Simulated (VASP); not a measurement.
# Rh in VASP: further runs, part 2 of 2

VASP 6.6.1.

**6. Single point, r2SCAN (biaxial strain in the a-b plane: -3.0 %, then relaxed in part)**

POSCAR reads:

```
Rh
1.0
    1.8429725525      1.8429725525      0.0000000000
   -1.8429725525      1.8429725525      0.0000000000
    0.0000000000      0.0000000000      3.9057581206
Rh
2
Direct
    0.0000000000      0.0000000000      0.0000000000
    0.5000000000      0.5000000000      0.5000000000
```

INCAR.step1 reads:

```
SYSTEM = Rh
PREC = Accurate
ENCUT = 520
ISMEAR = 0
SIGMA = 0.1
LREAL = .FALSE.
LASPH = .TRUE.
NELM = 80
NBANDS = 22
GGA = PE
ALGO = Normal
EDIFF = 1E-4
LWAVE = .TRUE.
LCHARG = .FALSE.
```

INCAR.step2 reads:

```
SYSTEM = Rh
PREC = Accurate
ENCUT = 520
EDIFF = 1E-7
ISMEAR = 0
SIGMA = 0.1
LREAL = .FALSE.
LASPH = .TRUE.
NELM = 80
ALGO = Normal
ISIF = 2
LWAVE = .FALSE.
LCHARG = .FALSE.
METAGGA = R2SCAN
LMIXTAU = .TRUE.
NBANDS = 22
ISTART = 1
```

KPOINTS reads:

```
Automatic mesh
0
G
  20 20 14
  0 0 0
```

Potentials or basis: VASP PAW PBE potentials, release 64 (Rh_pv).

Launch:

```
> cat potpaw_PBE.64/Rh_pv/POTCAR > POTCAR
> cp INCAR.step1 INCAR
> mpirun -np 1 vasp_std > vasp.out
> cp INCAR.step2 INCAR
> mpirun -np 1 vasp_std > vasp.out
```

OUTCAR:

```text
SYSTEM = Rh
   PREC = Accurate
   ENCUT = 520
   EDIFF = 1E-7
   ISMEAR = 0
   LREAL = .FALSE.
   LASPH = .TRUE.
   NELM = 80
   ISIF = 2
   METAGGA = R2SCAN
   ISTART = 1

 ion  position               nearest neighbor table
   1  0.000  0.000  0.000-   2 2.69   2 2.69   2 2.69   2 2.69   2 2.69   2 2.69   2 2.69   2 2.69

   2  0.500  0.500  0.500-   1 2.69   1 2.69   1 2.69   1 2.69   1 2.69   1 2.69   1 2.69   1 2.69

  LATTYP: Found a simple tetragonal cell.
 ALAT       =     2.6063567788
 C/A-ratio  =     1.4985508325

  Lattice vectors:
[... 810 lines left out ...]

  FORCE on cell =-STRESS in cart. coord.  units (eV):
  Direction    XX          YY          ZZ          XY          YZ          ZX
  --------------------------------------------------------------------------------------
  -------------------------------------------------------------------------------------
  Total        2.9394163      2.9394163      0.2273952      0.0000000      0.0000000      0.0000000
  in kB      177.5000991    177.5000991     13.7315289      0.0000000      0.0000000      0.0000000
  external PRESSURE =     122.9105757 kB  Pullay stress =       0.0000000 kB

 VOLUME and BASIS-vectors are now :
 -----------------------------------------------------------------------------
  energy-cutoff  :      520.00
  volume of cell :       26.53
      direct lattice vectors                 reciprocal lattice vectors
     1.842972553  1.842972553  0.000000000     0.271300839  0.271300839  0.000000000
    -1.842972553  1.842972553  0.000000000    -0.271300839  0.271300839  0.000000000
     0.000000000  0.000000000  3.905758121     0.000000000  0.000000000  0.256032240

 POSITION                                       TOTAL-FORCE (eV/Angst)
 -----------------------------------------------------------------------------------
      0.00000      0.00000      0.00000        -0.000000      0.000000     -0.000000
      0.00000      1.84297      1.95288         0.000000     -0.000000      0.000000
 -----------------------------------------------------------------------------------
    total drift:                               -0.000000      0.000000      0.000000

  FREE ENERGIE OF THE ION-ELECTRON SYSTEM (eV)
  ---------------------------------------------------
  free  energy   TOTEN  =       -48.1945078394 eV

  energy  without entropy=      -48.1834858026  energy(sigma->0) =      -48.18899682
```

OSZICAR.step1:

```text
N       E                     dE             d eps       ncg     rms          rms(c)
DAV:   1     0.328750945340E+03    0.32875E+03   -0.18368E+04 23256   0.157E+03
DAV:   2    -0.794263488824E+01   -0.33669E+03   -0.32477E+03 24306   0.476E+02
DAV:   3    -0.153123299879E+02   -0.73697E+01   -0.73271E+01 27216   0.790E+01
DAV:   4    -0.153651625305E+02   -0.52833E-01   -0.52826E-01 25738   0.680E+00
DAV:   5    -0.153660858919E+02   -0.92336E-03   -0.92335E-03 27226   0.902E-01    0.158E+01
DAV:   6    -0.144396098030E+02    0.92648E+00   -0.20406E+00 25314   0.154E+01    0.577E+00
DAV:   7    -0.144003092603E+02    0.39301E-01   -0.66120E-02 26802   0.237E+00    0.242E+00
DAV:   8    -0.143942387393E+02    0.60705E-02   -0.11004E-02 24594   0.120E+00    0.449E-01
DAV:   9    -0.143937130295E+02    0.52571E-03   -0.46648E-04 26924   0.254E-01    0.212E-02
DAV:  10    -0.143937179770E+02   -0.49475E-05   -0.72211E-06 13722   0.289E-02
   1 F= -.14393718E+02 E0= -.14387949E+02  d E =-.115378E-01
```

It took 9.9 min on 1 thread of Oxide Virtual Turin-like, shared host; peak memory 0.3 GiB.

What came out:

```
Free energy            : -48.1945 eV
Pressure               : 12.3 GPa
Band gap on the k mesh : zero (bands 15 and 16 overlap by 2.95 eV)
```

Stress tensor (GPa, compression positive):
```
17.75  0.00  0.00
 0.00 17.75  0.00
 0.00  0.00  1.37
```

Levels at points of the mesh, in eV from the Fermi level:
```
           k point  band 13  band 14  band 15  band 16  band 17  band 18
(0.00, 0.00, 0.00)    -1.57    -0.71     0.62     1.08     1.08     2.69
(0.50, 0.00, 0.00)    -2.01    -2.01    -0.99    -0.99     3.71     3.71
(0.50, 0.50, 0.00)     0.81     0.81     1.45     1.45     4.01     4.01
(0.00, 0.00, 0.50)    -1.38    -1.38    -1.38    -1.38    -0.08    -0.08
(0.50, 0.00, 0.50)     0.48     0.48     0.79     0.79     0.88     0.88
(0.50, 0.50, 0.50)    -1.41    -1.41     1.45     1.45    10.39    10.39
```

Caveat: the cell differs from its parent crystal (biaxial strain in the a-b plane: -3.0 %, then relaxed in part); the stress differs along the axes, from 1 to 18 GPa; the PAW data sets were made with another functional, which shifts forces and pressure a little.

**7. The runs side by side**

| cell | cutoff (eV) | gap on the mesh (eV) | pressure (GPa) |
| --- | --- | --- | --- |
| a = 2.687, b = 2.687, c = 3.800 Å, 2 atoms | 520 | none | 1.2 |
| a = 2.660, b = 2.660, c = 3.762 Å, 2 atoms | 550 | none | 10.5 |
| a = 2.687, b = 2.687, c = 3.800 Å, 2 atoms | 550 | none | 1.1 |
| a = 2.606, b = 2.606, c = 3.868 Å, 2 atoms | 520 | none | 15.5 |
| a = 2.606, b = 2.606, c = 3.906 Å, 2 atoms | 520 | none | 12.3 |

Alike in all rows: task single point; level r2SCAN; potentials or basis VASP PAW PBE potentials, release 64 (Rh_pv); no spin polarisation; k mesh 20 × 20 × 14; smearing gaussian 0.1 eV.

Caveats: the PAW data sets were made with another functional, which shifts forces and pressure a little; the cell stands under pressure (at least some runs); the stress differs along the axes, from 6 to 20 GPa (at least some runs); the stress differs along the axes, from 1 to 18 GPa (at least some runs).

Absolute energies hang on the potentials; compare differences alone.
